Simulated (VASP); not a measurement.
KI:

```
K I
1.0
     0.00000    3.54428    3.54428
     3.54428    0.00000    3.54428
     3.54428    3.54428    0.00000
K I
1 1
Direct
  0.00000 0.00000 0.00000
  0.50000 0.50000 0.50000
```

Base run:

| Quantity | Value |
| --- | --- |
| Program | VASP 6.6.1 |
| Functional | PBE-based global hybrid with 50 % exact exchange |
| Potentials or basis | VASP PAW PBE potentials, release 64 (K_sv, I) |
| Cutoff | 520 eV |
| k mesh | 4 × 4 × 4 |
| Occupations | gaussian, width 0.01 eV |
| Spin | no spin polarisation |

Its results: band gap on the k mesh 7.39 eV; pressure 0.0 GPa.

Q: After a change of settings the same cell gave: band gap on the k mesh 5.37 eV; pressure 0.0 GPa. Which change was it?
A. functional from PBE-based global hybrid with 50 % exact exchange to PBE-based screened hybrid with 75 % exact exchange; share of exact exchange from 0.5 to 0.75
B. functional from PBE-based global hybrid with 50 % exact exchange to HSE06; share of exact exchange from 0.5 to 0.25
C. functional from PBE-based global hybrid with 50 % exact exchange to PBE0; share of exact exchange from 0.5 to 0.25

A: A.

Caveats: the PAW data sets were made with another functional, which shifts forces and pressure a little; spin-orbit coupling is left out, which moves the levels of the heavy elements.
